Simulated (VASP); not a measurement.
# Se (P6/mmm) in VASP: notebook

Se is run at these levels: LDA; tasks: single point.

Everything below comes from runs of VASP 6.6.1. Logs are shortened: lines on timing, memory, paths and dates and some standing lists are left out, and cuts for length are marked.

## (1) The cell of the first run

It takes space group P6/mmm (No. 191, hexagonal). The conventional cell has a = 4.329 Å, b = 4.329 Å, c = 2.472 Å, α = 90.00°, β = 90.00°, γ = 120.00°. Within 3.3 Å of Se (site symmetry 6/mmm) lie 14 Se at 2.47 to 2.79 Å. Se (site symmetry -6m2) has 11 Se at 2.47 to 2.79 Å within 3.3 Å.

This isn't the form of Se at room conditions, which is trigonal, of chains.

## (2) Single point, LDA

INCAR

```
SYSTEM = Se
ALGO = Normal ; EDIFF = 1E-6
ENCUT = 520 ; ISIF = 2
ISMEAR = -1 ; LASPH = .True.
LCHARG = .False. ; LREAL = .False.
LWAVE = .False. ; NBANDS = 16
NELM = 100 ; PREC = Accurate
SIGMA = 0.05
```

KPOINTS

```
k-points
0
Gamma
  8 8 12
  0 0 0
```

POSCAR

```
Se
1.0
    4.3293993883      0.0000000000      0.0000000000
   -2.1646996942      3.7493698534      0.0000000000
    0.0000000000      0.0000000000      2.4724057322
Se
3
Direct
    0.0000000000      0.0000000000      0.0000000000
    0.3333333333      0.6666666667      0.5000000000
    0.6666666667      0.3333333333      0.5000000000
```

Potentials or basis: VASP PAW LDA potentials, release 64 (Se).

Run with:

```
> cat potpaw_LDA.64/Se/POTCAR > POTCAR
> mpirun -np 1 vasp_std > vasp.out
```

OUTCAR:

```text
SYSTEM = Se
   EDIFF = 1E-6
   ENCUT = 520
   ISIF = 2
   ISMEAR = -1
   LASPH = .True.
   LREAL = .False.
   NELM = 100
   PREC = Accurate

 ion  position               nearest neighbor table
   1  0.000  0.000  0.000-   2 2.79   3 2.79   2 2.79   3 2.79   3 2.79   3 2.79   2 2.79   2 2.79
                             3 2.79   3 2.79   2 2.79   2 2.79
   2  0.333  0.667  0.500-   3 2.50   3 2.50   3 2.50   1 2.79   1 2.79   1 2.79   1 2.79   1 2.79
                             1 2.79
   3  0.667  0.333  0.500-   2 2.50   2 2.50   2 2.50   1 2.79   1 2.79   1 2.79   1 2.79   1 2.79
                             1 2.79

  LATTYP: Found a hexagonal cell.
 ALAT       =     4.3293993883
 C/A-ratio  =     0.5710736087

  Lattice vectors:

 A1 = (   4.3293993883,   0.0000000000,   0.0000000000)
 A2 = (  -2.1646996942,   3.7493698534,   0.0000000000)
 A3 = (   0.0000000000,   0.0000000000,   2.4724057322)

Analysis of symmetry for initial positions (statically):
=====================================================================
 Subroutine PRICEL returns:
 Original cell was already a primitive cell.

 Routine SETGRP: Setting up the symmetry group for a
 hexagonal supercell.

 Subroutine GETGRP returns: Found 24 space group operations
 (whereof 24 operations were pure point group operations)
 out of a pool of 24 trial point group operations.

The static configuration has the point symmetry D_6h.

Analysis of symmetry for dynamics (positions and initial velocities):
=====================================================================
 Subroutine PRICEL returns:
 Original cell was already a primitive cell.

 Routine SETGRP: Setting up the symmetry group for a
 hexagonal supercell.

 Subroutine GETGRP returns: Found 24 space group operations
 (whereof 24 operations were pure point group operations)
 out of a pool of 24 trial point group operations.

The dynamic configuration has the point symmetry D_6h.

 Subroutine INISYM returns: Found 24 space group operations
 (whereof 24 operations are pure point group operations),
 and found     1 'primitive' translations

----------------------------------------------------------------------------------------

                                     Primitive cell

  volume of cell :      40.1334

  direct lattice vectors                    reciprocal lattice vectors
     4.329399388  0.000000000  0.000000000     0.230978921  0.133355742  0.000000000
    -2.164699694  3.749369853  0.000000000     0.000000000  0.266711485  0.000000000
     0.000000000  0.000000000  2.472405732     0.000000000  0.000000000  0.404464359

  length of vectors
     4.329399388  4.329399388  2.472405732     0.266711485  0.266711485  0.404464359

  position of ions in fractional coordinates (direct lattice)
     0.000000000  0.000000000  0.000000000
     0.333333333  0.666666667  0.500000000
     0.666666667  0.333333333  0.500000000

  ion indices of the primitive-cell ions
   primitive index   ion index
                 1           1
                 2           2
                 3           3

----------------------------------------------------------------------------------------

 KPOINTS: k-points

Automatic generation of k-mesh.
 Grid dimensions read from file:
 generate k-points for:    8    8   12

 Generating k-lattice:

  Cartesian coordinates                     Fractional coordinates (reciprocal lattice)
     0.028872365  0.016669468  0.000000000     0.125000000  0.000000000  0.000000000
     0.000000000  0.033338936  0.000000000     0.000000000  0.125000000  0.000000000
     0.000000000  0.000000000  0.033705363     0.000000000  0.000000000  0.083333333

  Length of vectors
     0.033338936  0.033338936  0.033705363

  Shift w.r.t. Gamma in fractional coordinates (k-lattice)
     0.000000000  0.000000000  0.000000000

 Subroutine IBZKPT returns following result:
 ===========================================

 Found     70 irreducible k-points:

 Following reciprocal coordinates:
            Coordinates               Weight
  0.000000  0.000000  0.000000      1.000000
  0.125000  0.000000  0.000000      6.000000
  0.250000  0.000000  0.000000      6.000000
  0.375000  0.000000  0.000000      6.000000
  0.500000  0.000000  0.000000      3.000000
  0.125000  0.125000  0.000000      6.000000
[... 16 lines left out ...]
  0.250000  0.000000  0.166667     12.000000
  0.375000  0.000000  0.166667     12.000000
 [... further k-points ...]
   k-points           NKPTS =     70   k-points in BZ     NKDIM =     70   number of bands    NBANDS=     16
   number of dos      NEDOS =    301   number of ions     NIONS =      3
   total plane-waves  NPLWV =  18432
   dimension x,y,z NGX =    32 NGY =   32 NGZ =   18
   dimension x,y,z NGXF=    64 NGYF=   64 NGZF=   36
   ions per type =               3
   NGX,Y,Z   is equivalent  to a cutoff of  12.29, 12.29, 12.10 a.u.
   NGXF,Y,Z  is equivalent  to a cutoff of  24.58, 24.58, 24.21 a.u.
 SYSTEM =  Se
   PREC   = accura    normal or accurate (medium, high low for compatibility)
   ISTART =      0    job   : 0-new  1-cont  2-samecut
   ICHARG =      2    charge: 1-file 2-atom 10-const
   ISPIN  =      1    spin polarized calculation?
   LNONCOLLINEAR =      F non collinear calculations
   LSORBIT =      F    spin-orbit coupling
   LASPH  =      T    aspherical Exc in radial PAW
   ENCUT  =  520.0 eV  38.22 Ry    6.18 a.u.   8.05  8.05  4.60*2*pi/ulx,y,z
   NELM   =    100;   NELMIN=  2; NELMDL= -5     # of ELM steps
   EDIFF  = 0.1E-05   stopping-criterion for ELM
   LREAL  =      F    real-space projection
   EDIFFG = 0.1E-04   stopping-criterion for IOM
   NSW    =      0    number of steps for IOM
   IBRION =     -1    ionic relax: 0-MD 1-quasi-New 2-CG
   NFREE  =      0    steps in history (QN), initial steepest desc. (CG)
   ISIF   =      2    stress and relaxation
   ISYM   =      2    0-nonsym 1-usesym 2-fastsym
   POTIM  = 0.5000    time-step for ionic-motion
   TEBEG  =    0.0;   TEEND  =   0.0 temperature during run
   PSTRESS=    0.0 pullay stress
   NELECT =      18.0000    total number of electrons
   NUPDOWN=      -1.0000    fix difference up-down
   EMIN   =  10.00;   EMAX   =-10.00  energy-range for DOS
   EFERMI =   0.00;   METHOD = LEGACY
   ISMEAR =    -1;   SIGMA  =   0.05  broadening in eV -4-tet -1-fermi 0-gaus
   EFERMI_NEDOS =   21; number of points for ismear=-14 and -15
   IALGO  =     38    algorithm
   IMIX   =      4    mixing-type and parameters
     AMIX     =   0.40;   BMIX     =  1.00
     AMIX_MAG =   1.60;   BMIX_MAG =  1.00
  volume/ion in A,a.u.               =      13.38        90.28
  Fermi-wavevector in a.u.,A,eV,Ry     =   1.253133  2.368078 21.365798  1.570342
  Thomas-Fermi vector in A             =   2.387000
   LORBIT       =      0    0 simple, 1 ext, 2 COOP (PROOUT), +10 PAW based schemes
   GGA     = CA    functional components
   LHFCALC =     F    Hartree Fock is set to
   AEXX    =    0.0000 exact exchange contribution
   IVDW    =     0    specifies the selected vdW correction
   LEPSILON=     F    determine dielectric tensor
   LRPA    =     F    only Hartree local field effects (RPA)
 non-spin polarized calculation
  energy-cutoff  :      520.00
  volume of cell :       40.13
 maximum number of plane-waves:      1098
   NGX = 17   NGY = 17   NGZ =  9

 number of electron      18.0000004 magnetization

 Free energy of the ion-electron system (eV)
  ---------------------------------------------------
  ext. energy  EPLUGINS =         0.00000000
  ---------------------------------------------------
  free energy    TOTEN  =        -8.22949412 eV

  energy without entropy =       -8.21846158  energy(sigma->0) =       -8.22397785

 E-fermi :  11.9674     XC(G=0): -12.6930

 val. band max:       11.9631762378   @ k =   0.1250   0.1250   0.5000
 cond. band min:      11.9891614409   @ k =   0.3750   0.1250   0.4167
 fundamental gap:      0.0259852031
 Fermi energy:        11.9674037636

 k-point     1 :       0.0000    0.0000    0.0000
  band No.  band energies     occupation
      1      -9.0810      2.00000
      2      -1.7248      2.00000
      3      -1.6793      2.00000
      4       3.3822      2.00000
      5       3.3822      2.00000
      6       3.8605      2.00000
[... 8 lines left out ...]
     15      25.4475      0.00000
     16      25.4475      0.00000

 k-point     2 :       0.1250    0.0000    0.0000
  band No.  band energies     occupation
      1      -8.9217      2.00000
      2      -2.2835      2.00000
      3      -2.0179      2.00000
      4       2.4601      2.00000
      5       3.1832      2.00000
      6       5.0877      2.00000
[... 8 lines left out ...]
     15      24.5643      0.00000
     16      25.9083      0.00000

 k-point     3 :       0.2500    0.0000    0.0000
  band No.  band energies     occupation
      1      -8.4457      2.00000
      2      -3.6832      2.00000
      3      -2.5279      2.00000
      4       1.6490      2.00000
      5       4.2250      2.00000
      6       6.8063      2.00000
[... 8 lines left out ...]
     15      23.4863      0.00000
     16      24.6455      0.00000

 k-point     4 :       0.3750    0.0000    0.0000
  band No.  band energies     occupation
      1      -7.6600      2.00000
      2      -5.2067      2.00000
      3      -2.8916      2.00000
      4       1.1562      2.00000
      5       6.0011      2.00000
      6       8.7829      2.00000
[... 8 lines left out ...]
     15      22.7174      0.00000
     16      23.3169      0.00000

 k-point     5 :       0.5000    0.0000    0.0000
  band No.  band energies     occupation
      1      -6.6925      2.00000
      2      -6.4399      2.00000
      3      -3.0194      2.00000
      4       0.9912      2.00000
      5       8.0172      2.00000
      6       8.4199      2.00000
[... 8 lines left out ...]
     15      21.5141      0.00000
     16      23.4426      0.00000

 k-point     6 :       0.1250    0.1250    0.0000
  band No.  band energies     occupation
      1      -8.6041      2.00000
      2      -2.9695      2.00000
      3      -2.8045      2.00000
      4       2.6716      2.00000
      5       2.8943      2.00000
      6       6.9455      2.00000
[... 8 lines left out ...]
     15      24.3007      0.00000
     16      25.4242      0.00000

 k-point     7 :       0.2500    0.1250    0.0000
  band No.  band energies     occupation
      1      -7.9728      2.00000
      2      -4.3663      2.00000
      3      -3.3815      2.00000
      4       2.2220      2.00000
      5       4.2530      2.00000
      6       8.7576      2.00000
[... 8 lines left out ...]
     15      22.3642      0.00000
     16      23.6179      0.00000

 k-point     8 :       0.3750    0.1250    0.0000
  band No.  band energies     occupation
      1      -7.0430      2.00000
      2      -5.7976      2.00000
      3      -3.6560      2.00000
      4       1.9266      2.00000
      5       6.2689      2.00000
      6       8.6795      2.00000
[... 8 lines left out ...]
     15      21.7697      0.00000
     16      22.3897      0.00000

 k-point     9 :       0.2500    0.2500    0.0000
  band No.  band energies     occupation
      1      -7.1943      2.00000
      2      -4.9069      2.00000
      3      -4.6619      2.00000
      4       3.7677      2.00000
      5       4.0854      2.00000
      6       8.6649      2.00000
[... 8 lines left out ...]
     15      21.0625      0.00000
     16      21.7560      0.00000
[... 172 lines left out ...]
 k-point    19 :       0.2500    0.2500    0.0833
  band No.  band energies     occupation
      1      -7.0314      2.00000
      2      -4.7475      2.00000
      3      -4.5007      2.00000
      4       3.9052      2.00000
      5       4.2493      2.00000
      6       8.7921      2.00000
[... 8 lines left out ...]
     15      21.1369      0.00000
     16      23.2431      0.00000

 k-point    20 :       0.3750    0.2500    0.0833
  band No.  band energies     occupation
      1      -6.0748      2.00000
      2      -5.8444      2.00000
      3      -4.7480      2.00000
      4       3.9309      2.00000
      5       6.1223      2.00000
      6       6.4726      2.00000
[... 8 lines left out ...]
     15      20.3887      0.00000
     16      23.7430      0.00000

 k-point    21 :       0.0000    0.0000    0.1667
  band No.  band energies     occupation
      1      -8.4247      2.00000
      2      -1.1372      2.00000
      3      -1.0897      2.00000
      4       3.9634      2.00000
      5       3.9634      2.00000
      6       4.5301      2.00000
[... 8 lines left out ...]
     15      23.9239      0.00000
     16      23.9239      0.00000

 k-point    22 :       0.1250    0.0000    0.1667
  band No.  band energies     occupation
      1      -8.2658      2.00000
      2      -1.6711      2.00000
      3      -1.4311      2.00000
      4       3.0888      2.00000
      5       3.7897      2.00000
      6       5.7023      2.00000
[... 8 lines left out ...]
     15      23.5657      0.00000
     16      23.9320      0.00000

 k-point    23 :       0.2500    0.0000    0.1667
  band No.  band energies     occupation
      1      -7.7912      2.00000
      2      -3.0544      2.00000
      3      -1.9246      2.00000
      4       2.2900      2.00000
      5       4.7847      2.00000
      6       7.3835      2.00000
[... 8 lines left out ...]
     15      23.4204      0.00000
     16      24.9488      0.00000

 k-point    24 :       0.3750    0.0000    0.1667
  band No.  band energies     occupation
      1      -7.0085      2.00000
      2      -4.5649      2.00000
      3      -2.2808      2.00000
      4       1.8027      2.00000
      5       6.4772      2.00000
      6       9.2975      2.00000
[... 8 lines left out ...]
     15      24.1569      0.00000
     16      24.3940      0.00000

 [... further k-points ...]

------------------------ aborting loop because EDIFF is reached ----------------------------------------

  FORCE on cell =-STRESS in cart. coord.  units (eV):
  Direction    XX          YY          ZZ          XY          YZ          ZX
  --------------------------------------------------------------------------------------
  -------------------------------------------------------------------------------------
  Total       18.3254058     18.3254058     18.4060683     -0.0000000      0.0000000      0.0000000
  in kB      731.5744125    731.5744125    734.7945642     -0.0000000      0.0000000      0.0000000
  external PRESSURE =     732.6477964 kB  Pullay stress =       0.0000000 kB

 VOLUME and BASIS-vectors are now :
 -----------------------------------------------------------------------------
  energy-cutoff  :      520.00
  volume of cell :       40.13
      direct lattice vectors                 reciprocal lattice vectors
     4.329399388  0.000000000  0.000000000     0.230978921  0.133355742  0.000000000
    -2.164699694  3.749369853  0.000000000     0.000000000  0.266711485  0.000000000
     0.000000000  0.000000000  2.472405732     0.000000000  0.000000000  0.404464359

 POSITION                                       TOTAL-FORCE (eV/Angst)
 -----------------------------------------------------------------------------------
      0.00000      0.00000      0.00000         0.000000      0.000000     -0.000000
     -0.00000      2.49958      1.23620         0.000000      0.000000     -0.000000
      2.16470      1.24979      1.23620        -0.000000      0.000000      0.000000
 -----------------------------------------------------------------------------------
    total drift:                               -0.000000      0.000000      0.000000

  FREE ENERGIE OF THE ION-ELECTRON SYSTEM (eV)
  ---------------------------------------------------
  free  energy   TOTEN  =        -8.2294941178 eV

  energy  without entropy=       -8.2184615831  energy(sigma->0) =       -8.22397785
```

Wall time 38 s (1 thread of AMD EPYC 7R13, shared host); peak memory 0.12 GiB.

Results:

```yaml
Free_energy: -8.2295 eV
Pressure: 73.3 GPa
Band_gap_on_the_k_mesh: zero (bands 9 and 10 overlap by 9.11 eV)
```

Caveat: the cell stands under pressure.

(Continued in part 2 of 2.)
